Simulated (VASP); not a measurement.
# AlN (P1) in VASP: notebook, part 2 of 2

VASP 6.6.1.

### Step 3. Single point, PBE (mode 4 frozen in at -0.102 Å and mode 10 at +0.015 Å (largest displacements))

INCAR reads:

```
PREC = Accurate ; ENCUT = 520
EDIFF = 1E-7 ; ISMEAR = 0
SIGMA = 0.05 ; LREAL = F
LASPH = T ; NELM = 100
ALGO = Normal ; ISIF = 2
LWAVE = F ; LCHARG = T
GGA = PE ; LELF = T
LVHAR = T ; NBANDS = 16
```

KPOINTS reads:

```
regular mesh
0
Gamma
  6 6 6
```

POSCAR reads:

```
AlN
1.0
    0.0000000000     -2.2015682416     -2.2015682416
   -2.2015682416      0.0000000000     -2.2015682416
    2.2015682416      2.2015682416     -4.4031364832
Al N
2 2
Direct
   -0.0072398248      0.0371069882      0.0008842550
    0.5090083348      0.4646615219      0.5008842550
    0.3660170837      0.4057540638      0.8732966687
    0.8805762538      0.8408392737      0.3732966687
```

Potentials or basis: VASP PAW PBE potentials, release 64 (Al, N).

On the command line:

```sh
$ cat potpaw_PBE.64/Al/POTCAR potpaw_PBE.64/N/POTCAR > POTCAR
$ mpirun -np 1 vasp_std > vasp.out
```

OUTCAR:

```text
PREC = Accurate
   ENCUT = 520
   EDIFF = 1E-7
   ISMEAR = 0
   LREAL = F
   LASPH = T
   NELM = 100
   ISIF = 2
   GGA = PE

 ion  position               nearest neighbor table
   1  0.993  0.037  0.001-   3 1.89   4 1.90   3 1.92   3 1.93   2 3.01   2 3.03   2 3.09   2 3.15
                             2 3.21   2 3.23
   2  0.509  0.465  0.501-   4 1.90   3 1.90   4 1.91   4 1.92   1 3.01   1 3.03   1 3.09   1 3.15
                             1 3.21   1 3.23
   3  0.366  0.406  0.873-   1 1.89   2 1.90   1 1.92   1 1.93
   4  0.881  0.841  0.373-   2 1.90   1 1.90   2 1.91   2 1.92

  LATTYP: Found a trigonal (rhomboedric) cell.
 ALAT       =     5.3927188258
 COS(alpha) =     0.8333333333

  Lattice vectors:

 A1 = (   2.2015682416,   4.4031364832,  -2.2015682416)
 A2 = (   4.4031364832,   2.2015682416,  -2.2015682416)
 A3 = (   2.2015682416,   2.2015682416,  -4.4031364832)

Analysis of symmetry for initial positions (statically):
=====================================================================
 Subroutine PRICEL returns:
 Original cell was already a primitive cell.

 Routine SETGRP: Setting up the symmetry group for a
 trigonal (rhombohedral) supercell.

 Subroutine GETGRP returns: Found  1 space group operations
 (whereof  1 operations were pure point group operations)
 out of a pool of 12 trial point group operations.

The static configuration has the point symmetry C_1 .

Analysis of symmetry for dynamics (positions and initial velocities):
=====================================================================
 Subroutine PRICEL returns:
 Original cell was already a primitive cell.

 Routine SETGRP: Setting up the symmetry group for a
 trigonal (rhombohedral) supercell.

 Subroutine GETGRP returns: Found  1 space group operations
 (whereof  1 operations were pure point group operations)
 out of a pool of 12 trial point group operations.

The dynamic configuration has the point symmetry C_1 .

 Subroutine INISYM returns: Found  1 space group operations
 (whereof  1 operations are pure point group operations),
 and found     1 'primitive' translations

----------------------------------------------------------------------------------------

                                     Primitive cell

  volume of cell :      42.6831

  direct lattice vectors                    reciprocal lattice vectors
     0.000000000 -2.201568242 -2.201568242     0.113555417 -0.340666251 -0.113555417
    -2.201568242  0.000000000 -2.201568242    -0.340666251  0.113555417 -0.113555417
     2.201568242  2.201568242 -4.403136483     0.113555417  0.113555417 -0.113555417

  length of vectors
     3.113487666  3.113487666  5.392718826     0.376620712  0.376620712  0.196683752

  position of ions in fractional coordinates (direct lattice)
     0.992760175  0.037106988  0.000884255
     0.509008335  0.464661522  0.500884255
     0.366017084  0.405754064  0.873296669
     0.880576254  0.840839274  0.373296669

  ion indices of the primitive-cell ions
   primitive index   ion index
                 1           1
                 2           2
                 3           3
                 4           4

----------------------------------------------------------------------------------------

 KPOINTS: regular mesh

Automatic generation of k-mesh.
 Grid dimensions read from file:
 generate k-points for:    6    6    6

 Generating k-lattice:

  Cartesian coordinates                     Fractional coordinates (reciprocal lattice)
     0.018925903 -0.056777709 -0.018925903     0.166666667  0.000000000  0.000000000
    -0.056777709  0.018925903 -0.018925903     0.000000000  0.166666667  0.000000000
     0.018925903  0.018925903 -0.018925903     0.000000000  0.000000000  0.166666667

  Length of vectors
     0.062770119  0.062770119  0.032780625

  Shift w.r.t. Gamma in fractional coordinates (k-lattice)
     0.000000000  0.000000000  0.000000000

 Subroutine IBZKPT returns following result:
 ===========================================

 Found    112 irreducible k-points:

 Following reciprocal coordinates:
            Coordinates               Weight
  0.000000  0.000000  0.000000      1.000000
  0.166667  0.000000 -0.000000      2.000000
  0.000000  0.166667 -0.000000      2.000000
 -0.166667 -0.166667 -0.166667      2.000000
  0.333333  0.000000  0.000000      2.000000
  0.000000  0.333333  0.000000      2.000000
[... 16 lines left out ...]
 -0.166667  0.500000 -0.000000      2.000000
 -0.333333  0.500000  0.500000      2.000000
 [... further k-points ...]
   k-points           NKPTS =    112   k-points in BZ     NKDIM =    112   number of bands    NBANDS=     16
   number of dos      NEDOS =    301   number of ions     NIONS =      4
   total plane-waves  NPLWV =  23040
   dimension x,y,z NGX =    24 NGY =   24 NGZ =   40
   dimension x,y,z NGXF=    48 NGYF=   48 NGZF=   80
   ions per type =               2   2
   NGX,Y,Z   is equivalent  to a cutoff of  12.81, 12.81, 12.33 a.u.
   NGXF,Y,Z  is equivalent  to a cutoff of  25.63, 25.63, 24.66 a.u.
 SYSTEM =  unknown system
   PREC   = accura    normal or accurate (medium, high low for compatibility)
   ISTART =      0    job   : 0-new  1-cont  2-samecut
   ICHARG =      2    charge: 1-file 2-atom 10-const
   ISPIN  =      1    spin polarized calculation?
   LNONCOLLINEAR =      F non collinear calculations
   LSORBIT =      F    spin-orbit coupling
   LASPH  =      T    aspherical Exc in radial PAW
   ENCUT  =  520.0 eV  38.22 Ry    6.18 a.u.   5.79  5.79 10.03*2*pi/ulx,y,z
   NELM   =    100;   NELMIN=  2; NELMDL= -5     # of ELM steps
   EDIFF  = 0.1E-06   stopping-criterion for ELM
   LREAL  =      F    real-space projection
   EDIFFG = 0.1E-05   stopping-criterion for IOM
   NSW    =      0    number of steps for IOM
   IBRION =     -1    ionic relax: 0-MD 1-quasi-New 2-CG
   NFREE  =      0    steps in history (QN), initial steepest desc. (CG)
   ISIF   =      2    stress and relaxation
   ISYM   =      2    0-nonsym 1-usesym 2-fastsym
   POTIM  = 0.5000    time-step for ionic-motion
   TEBEG  =    0.0;   TEEND  =   0.0 temperature during run
   PSTRESS=    0.0 pullay stress
   NELECT =      16.0000    total number of electrons
   NUPDOWN=      -1.0000    fix difference up-down
   EMIN   =  10.00;   EMAX   =-10.00  energy-range for DOS
   EFERMI =   0.00;   METHOD = LEGACY
   ISMEAR =     0;   SIGMA  =   0.05  broadening in eV -4-tet -1-fermi 0-gaus
   EFERMI_NEDOS =   21; number of points for ismear=-14 and -15
   IALGO  =     38    algorithm
   IMIX   =      4    mixing-type and parameters
     AMIX     =   0.40;   BMIX     =  1.00
     AMIX_MAG =   1.60;   BMIX_MAG =  1.00
  volume/ion in A,a.u.               =      10.67        72.01
  Fermi-wavevector in a.u.,A,eV,Ry     =   1.180400  2.230633 18.957611  1.393345
  Thomas-Fermi vector in A             =   2.316693
   LORBIT       =      0    0 simple, 1 ext, 2 COOP (PROOUT), +10 PAW based schemes
   GGA     = PE    functional components
   LHFCALC =     F    Hartree Fock is set to
   AEXX    =    0.0000 exact exchange contribution
   IVDW    =     0    specifies the selected vdW correction
   LEPSILON=     F    determine dielectric tensor
   LRPA    =     F    only Hartree local field effects (RPA)
 non-spin polarized calculation
 Gauss-broadening in eV      SIGMA  =   0.05
  energy-cutoff  :      520.00
  volume of cell :       42.68
 maximum number of plane-waves:      1168
   NGX = 11   NGY = 11   NGZ = 21

 number of electron      16.0000002 magnetization

 Free energy of the ion-electron system (eV)
  ---------------------------------------------------
  ext. energy  EPLUGINS =         0.00000000
  ---------------------------------------------------
  free energy    TOTEN  =       -29.61237084 eV

  energy without entropy =      -29.61237084  energy(sigma->0) =      -29.61237084

 E-fermi :   6.1150     XC(G=0): -10.8345

 val. band max:        5.8137722092   @ k =   0.0000   0.0000   0.0000
 cond. band min:       9.0629587181   @ k =   0.5000   0.0000   0.5000
 fundamental gap:      3.2491865089
 Fermi energy:         6.1150144261

 k-point     1 :       0.0000    0.0000    0.0000
  band No.  band energies     occupation
      1      -9.0878      2.00000
      2      -7.1000      2.00000
      3      -0.0143      2.00000
      4       5.2517      2.00000
      5       5.3265      2.00000
      6       5.7204      2.00000
[... 433 lines left out ...]
      3       1.1258      2.00000
      4       1.5172      2.00000
      5       2.8752      2.00000
      6       3.4840      2.00000
[... 8 lines left out ...]
     15      18.4143      0.00000
     16      19.3216      0.00000

 [... further k-points ...]
[... 5 lines left out ...]
  --------------------------------------------------------------------------------------
  -------------------------------------------------------------------------------------
  Total       -0.3422466      0.0858243     -0.1873550      0.3786254     -0.0125723     -0.0123592
  in kB      -12.8467509      3.2215480     -7.0326554     14.2122835     -0.4719211     -0.4639226
  external PRESSURE =      -5.5526194 kB  Pullay stress =       0.0000000 kB

 VOLUME and BASIS-vectors are now :
 -----------------------------------------------------------------------------
  energy-cutoff  :      520.00
  volume of cell :       42.68
      direct lattice vectors                 reciprocal lattice vectors
     0.000000000 -2.201568242 -2.201568242     0.113555417 -0.340666251 -0.113555417
    -2.201568242  0.000000000 -2.201568242    -0.340666251  0.113555417 -0.113555417
     2.201568242  2.201568242 -4.403136483     0.113555417  0.113555417 -0.113555417

 POSITION                                       TOTAL-FORCE (eV/Angst)
 -----------------------------------------------------------------------------------
     -0.07975     -2.18368     -2.27122         0.435907     -0.031004      0.574400
      0.07975     -0.01789     -4.34906        -0.348617      0.125117     -0.038503
      1.02933      1.11681     -5.54435         0.148746     -0.091718     -0.132971
     -1.02933     -1.11681     -5.43349        -0.236037     -0.002395     -0.402926
 -----------------------------------------------------------------------------------
    total drift:                                0.000048      0.000071     -0.000137

  FREE ENERGIE OF THE ION-ELECTRON SYSTEM (eV)
  ---------------------------------------------------
  free  energy   TOTEN  =       -29.6123708361 eV

  energy  without entropy=      -29.6123708361  energy(sigma->0) =      -29.61237084
```

stdout:

```text
POSCAR found type information on POSCAR AlN
 POSCAR found :  2 types and       4 ions
 scaLAPACK will be used
 LDA part: xc-table for (Slater+PW92), standard interpolation
 POSCAR, INCAR and KPOINTS ok, starting setup
 FFT: planning ... GRIDC
 FFT: planning ... GRID_SOFT
 FFT: planning ... GRID
 WAVECAR not read
 entering main loop
```

Wall time 55 s (1 thread of AMD EPYC 7R43 (Zen 3), shared host); peak memory 0.16 GiB.

What came out:

```
Free energy            : -29.6124 eV
Pressure               : -0.6 GPa
Largest force          : 0.722 eV/Å
Band gap on the k mesh : 3.25 eV, indirect (least direct gap 3.75 eV)
```

Forces in eV/Å, atoms in the order of the input:
```
Al   0.436 -0.031  0.574
Al  -0.349  0.125 -0.039
N    0.149 -0.092 -0.133
N   -0.236 -0.002 -0.403
```

Caveat: the cell differs from its parent crystal (mode 4 frozen in at -0.102 Å and mode 10 at +0.015 Å (largest displacements)).
